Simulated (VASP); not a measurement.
Wanted: the native input for a VASP 6.6.1 run.

```
Task                   : single point
Functional             : PBE
Potentials or basis    : VASP PAW PBE potentials, release 64 (Mn_pv, O)
Cutoff                 : 520 eV
k mesh                 : 11 × 11 × 11
Occupations            : fermi-dirac, width 0.05 eV
Spin                   : collinear spin, ferromagnetic start
Starting moments       : [4.0, 0.0, 0.0] μB
Dipole correction      : no
Further INCAR settings : ALGO = Normal; EDIFF = 1e-07; NBANDS = 24
```

The structure of MnO2 lies in POSCAR:

```
MnO2
1.0
    1.4564504782      0.8408820756      4.6738353618
   -1.4564504782      0.8408820756      4.6738353618
    0.0000000000     -1.6817641514      4.6738353618
Mn O
1 2
Direct
    0.0000000000      0.0000000000      0.0000000000
    0.7356355100      0.7356355100      0.7356355100
    0.2643644900      0.2643644900      0.2643644900
```

The input as run:

INCAR

```
SYSTEM = MnO2
ALGO     = Normal         ! electronic algorithm
EDIFF    = 1E-7           ! SCF threshold, eV
ENCUT    = 520            ! plane-wave cutoff, eV
GGA      = PE             ! functional
ISIF     = 2              ! what is computed and relaxed
ISMEAR   = -1             ! smearing method
ISPIN    = 2              ! spin polarisation
LASPH    = .TRUE.         ! aspherical terms in the spheres
LCHARG   = .FALSE.        ! write CHGCAR
LMAXMIX  = 4              ! l up to which the mixer works
LORBIT   = 11             ! projections on sites
LREAL    = .FALSE.        ! projectors in reciprocal space
LWAVE    = .FALSE.        ! write WAVECAR
MAGMOM   = 4 0 0          ! initial moments
NBANDS   = 24             ! bands
NELM     = 150            ! most SCF steps
PREC     = Accurate       ! precision mode
SIGMA    = 0.05           ! smearing width, eV
```

KPOINTS

```
k-points
0
G
  11 11 11
  0 0 0
```

Potentials or basis: VASP PAW PBE potentials, release 64 (Mn_pv, O).

Command:

```console
$ cat potpaw_PBE.64/Mn_pv/POTCAR potpaw_PBE.64/O/POTCAR > POTCAR
$ mpirun -np 1 vasp_std > vasp.out
```

Results of the run:

The pressure is -4.9 GPa and the largest force is 0.472 eV/Å. The band gap on the k mesh is 1.04 eV (least direct gap 1.12 eV). The net moment is 3.00 μB per cell. The site moments are Mn +2.89; O +0.02 μB. The valence electrons inside the program's atomic spheres are Mn 11.62; O 4.97.

Caveat: the cell stands under tension; an odd mesh through Γ misses points on the zone boundary, where band edges can lie; a cell with one magnetic atom can't hold antiferromagnetic order, which such compounds often take.

It took 12 min on 1 thread of Intel Xeon 8259CL, with other jobs on the host, peak memory 0.41 GiB.
